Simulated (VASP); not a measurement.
# CuI (Marshite) (F-43m) in VASP: notebook, part 2 of 2

VASP 6.6.1.

### 5 Relaxation of cell and atoms, LDA, target pressure 2 GPa, at which the enthalpy is minimised

This run uses another cell than the first one, of 25.18 Å³/atom, 1.017 times its volume.

INCAR

```
PREC = Accurate
ENCUT = 600
EDIFF = 1E-7
ISMEAR = 0
SIGMA = 0.01
LREAL = False
LASPH = True
NELM = 120
ALGO = Normal
ISIF = 3
LWAVE = False
LCHARG = False
GGA = CA
IBRION = 2
NSW = 100
EDIFFG = -0.002
PSTRESS = 20.0
GGA_COMPAT = False
NELMIN = 4
```

KPOINTS

```
regular mesh
0
Gamma
  6 6 6
```

POSCAR

```
CuI
1.0
    0.0000000000      2.9309836647      2.9309836647
    2.9309836647      0.0000000000      2.9309836647
    2.9309836647      2.9309836647      0.0000000000
Cu I
1 1
Direct
    0.7500000000      0.7500000000      0.7500000000
    0.0000000000      0.0000000000      0.0000000000
```

Potentials or basis: VASP PAW LDA potentials, release 64 (Cu, I).

Run with:

```
> cat potpaw_LDA.64/Cu/POTCAR potpaw_LDA.64/I/POTCAR > POTCAR
> mpirun -np 1 vasp_std > vasp.out
```

OUTCAR:

```text
PREC = Accurate
   ENCUT = 600
   EDIFF = 1E-7
   ISMEAR = 0
   LREAL = False
   LASPH = True
   NELM = 120
   ISIF = 3
   GGA = CA
   IBRION = 2
   NSW = 100
   EDIFFG = -0.002
   PSTRESS = 20.0
   NELMIN = 4

 ion  position               nearest neighbor table
   1  0.750  0.750  0.750-   2 2.54   2 2.54   2 2.54   2 2.54
   2  0.000  0.000  0.000-   1 2.54   1 2.54   1 2.54   1 2.54

  LATTYP: Found a face centered cubic cell.
 ALAT       =     5.8619673294

  Lattice vectors:

 A1 = (   0.0000000000,   2.9309836647,   2.9309836647)
 A2 = (   2.9309836647,   0.0000000000,   2.9309836647)
 A3 = (   2.9309836647,   2.9309836647,   0.0000000000)

Analysis of symmetry for initial positions (statically):
=====================================================================
 Subroutine PRICEL returns:
 Original cell was already a primitive cell.

 Routine SETGRP: Setting up the symmetry group for a
 face centered cubic supercell.

 Subroutine GETGRP returns: Found 24 space group operations
 (whereof 24 operations were pure point group operations)
 out of a pool of 48 trial point group operations.

The static configuration has the point symmetry T_d .

Analysis of symmetry for dynamics (positions and initial velocities):
=====================================================================
 Subroutine PRICEL returns:
 Original cell was already a primitive cell.

 Routine SETGRP: Setting up the symmetry group for a
 face centered cubic supercell.

 Subroutine GETGRP returns: Found 24 space group operations
 (whereof 24 operations were pure point group operations)
 out of a pool of 48 trial point group operations.

The dynamic configuration has the point symmetry T_d .

 Subroutine INISYM returns: Found 24 space group operations
 (whereof 24 operations are pure point group operations),
 and found     1 'primitive' translations

----------------------------------------------------------------------------------------

                                     Primitive cell

  volume of cell :      50.3582

  direct lattice vectors                    reciprocal lattice vectors
     0.000000000  2.930983665  2.930983665    -0.170591193  0.170591193  0.170591193
     2.930983665  0.000000000  2.930983665     0.170591193 -0.170591193  0.170591193
     2.930983665  2.930983665  0.000000000     0.170591193  0.170591193 -0.170591193

  length of vectors
     4.145036850  4.145036850  4.145036850     0.295472614  0.295472614  0.295472614

  position of ions in fractional coordinates (direct lattice)
     0.750000000  0.750000000  0.750000000
     0.000000000  0.000000000  0.000000000

  ion indices of the primitive-cell ions
   primitive index   ion index
                 1           1
                 2           2

----------------------------------------------------------------------------------------

 KPOINTS: regular mesh

Automatic generation of k-mesh.
 Grid dimensions read from file:
 generate k-points for:    6    6    6

 Generating k-lattice:

  Cartesian coordinates                     Fractional coordinates (reciprocal lattice)
    -0.028431865  0.028431865  0.028431865     0.166666667  0.000000000  0.000000000
     0.028431865 -0.028431865  0.028431865     0.000000000  0.166666667  0.000000000
     0.028431865  0.028431865 -0.028431865     0.000000000  0.000000000  0.166666667

  Length of vectors
     0.049245436  0.049245436  0.049245436

  Shift w.r.t. Gamma in fractional coordinates (k-lattice)
     0.000000000  0.000000000  0.000000000

 Subroutine IBZKPT returns following result:
 ===========================================

 Found     16 irreducible k-points:

 Following reciprocal coordinates:
            Coordinates               Weight
  0.000000  0.000000  0.000000      1.000000
  0.166667  0.000000  0.000000      8.000000
  0.333333  0.000000  0.000000      8.000000
  0.500000  0.000000  0.000000      4.000000
  0.166667  0.166667  0.000000      6.000000
  0.333333  0.166667  0.000000     24.000000
[... 8 lines left out ...]
 -0.333333  0.333333  0.166667     24.000000
 -0.333333  0.500000  0.166667     12.000000
   k-points           NKPTS =     16   k-points in BZ     NKDIM =     16   number of bands    NBANDS=     13
   number of dos      NEDOS =    301   number of ions     NIONS =      2
   total plane-waves  NPLWV =  46656
   dimension x,y,z NGX =    36 NGY =   36 NGZ =   36
   dimension x,y,z NGXF=    72 NGYF=   72 NGZF=   72
   ions per type =               1   1
   NGX,Y,Z   is equivalent  to a cutoff of  14.44, 14.44, 14.44 a.u.
   NGXF,Y,Z  is equivalent  to a cutoff of  28.88, 28.88, 28.88 a.u.
 SYSTEM =  unknown system
   PREC   = accura    normal or accurate (medium, high low for compatibility)
   ISTART =      0    job   : 0-new  1-cont  2-samecut
   ICHARG =      2    charge: 1-file 2-atom 10-const
   ISPIN  =      1    spin polarized calculation?
   LNONCOLLINEAR =      F non collinear calculations
   LSORBIT =      F    spin-orbit coupling
   LASPH  =      T    aspherical Exc in radial PAW
   ENCUT  =  600.0 eV  44.10 Ry    6.64 a.u.   8.28  8.28  8.28*2*pi/ulx,y,z
   NELM   =    120;   NELMIN=  4; NELMDL= -5     # of ELM steps
   EDIFF  = 0.1E-06   stopping-criterion for ELM
   LREAL  =      F    real-space projection
   EDIFFG = -.2E-02   stopping-criterion for IOM
   NSW    =    100    number of steps for IOM
   IBRION =      2    ionic relax: 0-MD 1-quasi-New 2-CG
   NFREE  =      1    steps in history (QN), initial steepest desc. (CG)
   ISIF   =      3    stress and relaxation
   ISYM   =      2    0-nonsym 1-usesym 2-fastsym
   POTIM  = 0.5000    time-step for ionic-motion
   TEBEG  =    0.0;   TEEND  =   0.0 temperature during run
   PSTRESS=   20.0 pullay stress
   NELECT =      18.0000    total number of electrons
   NUPDOWN=      -1.0000    fix difference up-down
   EMIN   =  10.00;   EMAX   =-10.00  energy-range for DOS
   EFERMI =   0.00;   METHOD = LEGACY
   ISMEAR =     0;   SIGMA  =   0.01  broadening in eV -4-tet -1-fermi 0-gaus
   EFERMI_NEDOS =   21; number of points for ismear=-14 and -15
   IALGO  =     38    algorithm
   IMIX   =      4    mixing-type and parameters
     AMIX     =   0.40;   BMIX     =  1.00
     AMIX_MAG =   1.60;   BMIX_MAG =  1.00
  volume/ion in A,a.u.               =      25.18       169.92
  Fermi-wavevector in a.u.,A,eV,Ry     =   1.161829  2.195539 18.365783  1.349847
  Thomas-Fermi vector in A             =   2.298397
   LORBIT       =      0    0 simple, 1 ext, 2 COOP (PROOUT), +10 PAW based schemes
   GGA     = CA    functional components
   LHFCALC =     F    Hartree Fock is set to
   AEXX    =    0.0000 exact exchange contribution
   IVDW    =     0    specifies the selected vdW correction
   LEPSILON=     F    determine dielectric tensor
   LRPA    =     F    only Hartree local field effects (RPA)
 conjugate gradient relaxation of ions
 non-spin polarized calculation
 Gauss-broadening in eV      SIGMA  =   0.01
  energy-cutoff  :      600.00
  volume of cell :       50.36
 maximum number of plane-waves:      1694
 NGX is ok and might be reduce to    36
   NGX = 17   NGY = 17   NGZ = 17

--------------------------------------- Ionic step        1  -------------------------------------------

 number of electron      18.0000004 magnetization

 Free energy of the ion-electron system (eV)
  ---------------------------------------------------
  ext. energy  EPLUGINS =         0.00000000
  ---------------------------------------------------
  free energy    TOTEN  =        -6.99291381 eV

  energy without entropy =       -6.99291381  energy(sigma->0) =       -6.99291381

------------------------ aborting loop because EDIFF is reached ----------------------------------------

  FORCE on cell =-STRESS in cart. coord.  units (eV):
  Direction    XX          YY          ZZ          XY          YZ          ZX
  --------------------------------------------------------------------------------------
  -------------------------------------------------------------------------------------
  Total        0.0521394      0.0521394      0.0521394      0.0000000      0.0000000     -0.0000000
  in kB        1.6588480      1.6588480      1.6588480      0.0000000      0.0000000     -0.0000000
  external PRESSURE =     -18.3411520 kB  Pullay stress =      20.0000000 kB
[... 97 lines left out ...]
  energy  without entropy=       -6.9831447013  energy(sigma->0) =       -6.98314470

  enthalpy is  TOTEN    =        -6.3731524101 eV   P V=        0.6099922913

[... ionic steps 4 to 12 ...]

--------------------------------------- Ionic step       13  -------------------------------------------

 number of electron      18.0000008 magnetization

------------------------ aborting loop because EDIFF is reached ----------------------------------------
[... 71 lines left out ...]
--------------------------------------- Ionic step       15  -------------------------------------------

 number of electron      18.0000008 magnetization

 Free energy of the ion-electron system (eV)
  ---------------------------------------------------
  ext. energy  EPLUGINS =         0.00000000
  ---------------------------------------------------
  free energy    TOTEN  =        -6.98315815 eV

  energy without entropy =       -6.98315815  energy(sigma->0) =       -6.98315815

 E-fermi :   5.7822     XC(G=0):  -9.9026

 val. band max:        5.7212193727   @ k =   0.0000   0.0000   0.0000
 cond. band min:       7.1006699887   @ k =   0.0000   0.0000   0.0000
 fundamental gap:      1.3794506160
 Fermi energy:         5.7822000561

 k-point     1 :       0.0000    0.0000    0.0000
  band No.  band energies     occupation
      1      -9.0331      2.00000
      2       1.4209      2.00000
      3       1.4209      2.00000
      4       1.4209      2.00000
      5       3.1858      2.00000
      6       3.1858      2.00000
      7       5.7212      2.00000
      8       5.7212      2.00000
      9       5.7212      2.00000
     10       7.1007      0.00000
     11      10.4295      0.00000
     12      10.4295      0.00000
     13      10.4295      0.00000
[... 271 lines left out ...]
  energy  without entropy=       -6.9831581461  energy(sigma->0) =       -6.98315815

  enthalpy is  TOTEN    =        -6.3731524221 eV   P V=        0.6100057240

 reached required accuracy - stopping structural energy minimisation
```

OSZICAR:

```text
N       E                     dE             d eps       ncg     rms          rms(c)
DAV:   1     0.103524057338E+03    0.10352E+03   -0.85875E+03   416   0.169E+03
DAV:   2     0.388145618798E+00   -0.10314E+03   -0.97367E+02   416   0.281E+02
DAV:   3    -0.710308894115E+01   -0.74912E+01   -0.71878E+01   595   0.857E+01
[... 110 lines left out ...]
DAV:   1    -0.698317677558E+01    0.13743E-03   -0.30411E-04   416   0.480E-01    0.338E-02
DAV:   2    -0.698316600845E+01    0.10767E-04   -0.18981E-04   426   0.493E-01    0.146E-02
DAV:   3    -0.698315880217E+01    0.72063E-05   -0.39077E-05   421   0.238E-01    0.585E-03
DAV:   4    -0.698315819075E+01    0.61142E-06   -0.21352E-06   471   0.133E-02    0.207E-03
DAV:   5    -0.698315814610E+01    0.44652E-07   -0.71532E-08   218   0.976E-03
  15 F= -.63731524E+01 E0= -.63731524E+01  d E =-.267876E-05
```

CONTCAR:

```text
CuI
   1.00000000000000
     0.0000000000000000    2.9017600712466098    2.9017600712466103
     2.9017600712466103   -0.0000000000000000    2.9017600712466103
     2.9017600712466103    2.9017600712466098    0.0000000000000000
  Cu              I
     1     1
Direct
     0.7500000000000000    0.7500000000000000    0.7500000000000000
     0.0000000000000000    0.0000000000000000    1.0000000000000000

  0.00000000E+00  0.00000000E+00  0.00000000E+00
  0.00000000E+00  0.00000000E+00  0.00000000E+00
```

Run time: 48 s. Hardware: 1 thread of Intel Xeon 6975P-C (Granite Rapids), shared host; peak memory 0.18 GiB.

What came out:

```yaml
Free_energy: -6.9832 eV
Relaxed_volume: 24.43 Å³/atom
Relaxed_cell: a = 4.104 Å, b = 4.104 Å, c = 4.104 Å, α = 60.00°, β = 60.00°, γ = 60.00°
Space_group_after_relaxing_to_0.05_Å: F-43m (No. 216)
Energy_change_on_relaxing_the_enthalpy_is_what_falls: +4.9 meV/atom
Ionic_steps: 15
Pressure_after_relaxing: 2.0 GPa
Band_gap_on_the_k_mesh: 1.38 eV, direct
```

The path:
```tsv
step	energy change (eV)	largest force (eV/Å)	pressure (GPa)	volume (Å³)
1	0.0000	0.0000	0.17	50.36
2	0.0185	0.0000	2.85	48.29
3	0.0098	0.0000	2.03	48.87
4	0.0094	0.0000	1.96	48.90
5	0.0094	0.0000	1.96	48.89
6	0.0094	0.0000	1.96	48.89
7	0.0094	0.0000	1.97	48.89
8	0.0094	0.0000	1.97	48.89
9	0.0094	0.0000	1.97	48.89
10	0.0095	0.0000	1.97	48.89
11	0.0095	0.0000	1.97	48.89
12	0.0095	0.0000	1.97	48.89
13	0.0095	0.0000	1.97	48.89
14	0.0096	0.0000	1.98	48.88
15	0.0098	0.0000	2.00	48.87
```

Final structure:
```yaml
crystal:
  lattice:
    - [0.00000, 2.90176, 2.90176]
    - [2.90176, 0.00000, 2.90176]
    - [2.90176, 2.90176, 0.00000]
  atoms:
    - { symbol: Cu, position: [0.75000, 0.75000, 0.75000] }
    - { symbol: I, position: [0.00000, 0.00000, 0.00000] }
```

Caveat: the cell is relaxed towards a set pressure, so the enthalpy falls and the energy may rise; spin-orbit coupling is left out, which moves the levels of the heavy elements. As with any semilocal functional, this LDA gap is likely too small.

### 6 Relaxation of cell and atoms, LDA, target pressure 4 GPa, at which the enthalpy is minimised

This run uses another cell than the first one, of 25.18 Å³/atom, 1.017 times its volume.

INCAR

```
SYSTEM = CuI
PREC = Accurate
ENCUT = 600
EDIFF = 1E-7
ISMEAR = 0
SIGMA = 0.01
LREAL = .FALSE.
LASPH = .TRUE.
NELM = 120
ALGO = Normal
ISIF = 3
LWAVE = .FALSE.
LCHARG = .FALSE.
GGA = CA
IBRION = 2
NSW = 100
EDIFFG = -0.002
PSTRESS = 40.0
GGA_COMPAT = .FALSE.
NELMIN = 4
```

KPOINTS

```
regular mesh
0
G
  6 6 6
  0 0 0
```

POSCAR is that of step 5.

Potentials or basis: VASP PAW LDA potentials, release 64 (Cu, I).

Run with:

```
> cat potpaw_LDA.64/Cu/POTCAR potpaw_LDA.64/I/POTCAR > POTCAR
> mpirun -np 1 vasp_std > vasp.out
```

It took 63 s on 1 thread of Intel Xeon 6975P-C (Granite Rapids), shared host; peak memory 0.18 GiB.

Results (log left out):

```yaml
Free_energy: -6.9578 eV
Relaxed_volume: 23.75 Å³/atom
Relaxed_cell: a = 4.065 Å, b = 4.065 Å, c = 4.065 Å, α = 60.00°, β = 60.00°, γ = 60.00°
Space_group_after_relaxing_to_0.05_Å: F-43m (No. 216)
Energy_change_on_relaxing_the_enthalpy_is_what_falls: +17.5 meV/atom
Ionic_steps: 17
Pressure_after_relaxing: 4.0 GPa
Band_gap_on_the_k_mesh: 1.47 eV, direct
```

The path:
```tsv
step	energy change (eV)	largest force (eV/Å)	pressure (GPa)	volume (Å³)
1	0.0000	0.0000	0.17	50.36
2	0.0809	0.0000	6.53	46.09
3	0.0350	0.0000	4.07	47.51
4	0.0336	0.0000	3.92	47.56
5	0.0336	0.0000	3.91	47.56
6	0.0337	0.0000	3.92	47.56
7	0.0337	0.0000	3.92	47.56
8	0.0338	0.0000	3.92	47.56
9	0.0338	0.0000	3.93	47.56
10	0.0338	0.0000	3.92	47.56
11	0.0338	0.0000	3.93	47.56
12	0.0339	0.0000	3.93	47.55
13	0.0340	0.0000	3.94	47.55
14	0.0343	0.0000	3.96	47.54
15	0.0348	0.0000	3.98	47.52
16	0.0359	0.0000	4.06	47.47
17	0.0351	0.0000	4.01	47.50
```

Final structure:
```
CELL_PARAMETERS angstrom
0.00000 2.87455 2.87455
2.87455 0.00000 2.87455
2.87455 2.87455 0.00000
ATOMIC_POSITIONS crystal
Cu 0.75000 0.75000 0.75000
I 0.00000 0.00000 0.00000
```

Levels at points of the mesh, in eV from the valence-band top:
| k point | band 5 | band 6 | band 7 | band 8 | band 9 | band 10 | band 11 | band 12 | band 13 |
| --- | --- | --- | --- | --- | --- | --- | --- | --- | --- |
| (0.00, 0.00, 0.00) | -2.69 | -2.69 | 0.00 | 0.00 | 0.00 | 1.47 | 4.67 | 4.67 | 4.67 |
| (0.50, 0.00, 0.00) | -2.66 | -2.66 | -2.60 | -1.01 | -1.01 | 2.20 | 5.27 | 5.27 | 7.38 |
| (0.50, 0.50, 0.00) | -2.75 | -2.59 | -2.58 | -2.19 | -2.19 | 2.28 | 2.70 | 10.25 | 10.56 |

Caveat: the cell is relaxed towards a set pressure, so the enthalpy falls and the energy may rise; spin-orbit coupling is left out, which moves the levels of the heavy elements.

### 7 Summary

| task | cell | gap on the mesh (eV) | pressure (GPa) |
| --- | --- | --- | --- |
| single point | a = 4.122 Å, angles 60.0°, 2 atoms | 1.34 | 1.2 |
| single point | a = 4.101 Å, angles 60.0°, 2 atoms | 1.39 | 2.1 |
| relaxation of cell and atoms | relaxed to 1 GPa from a = 4.145 Å, angles 60.0°, 2 atoms | 1.33 | 1.0 |
| relaxation of cell and atoms | relaxed to 2 GPa from a = 4.145 Å, angles 60.0°, 2 atoms | 1.38 | 2.0 |
| relaxation of cell and atoms | relaxed to 4 GPa from a = 4.145 Å, angles 60.0°, 2 atoms | 1.47 | 4.0 |

Alike in all rows: level LDA; potentials or basis VASP PAW LDA potentials, release 64 (Cu, I); no spin polarisation; k mesh 6 × 6 × 6; cutoff (eV) 600; smearing gaussian 0.01 eV.

Caveats: spin-orbit coupling is left out, which moves the levels of the heavy elements; the cell is relaxed towards a set pressure, so the enthalpy falls and the energy may rise (some runs).

Absolute energies hang on the potentials; compare differences alone.
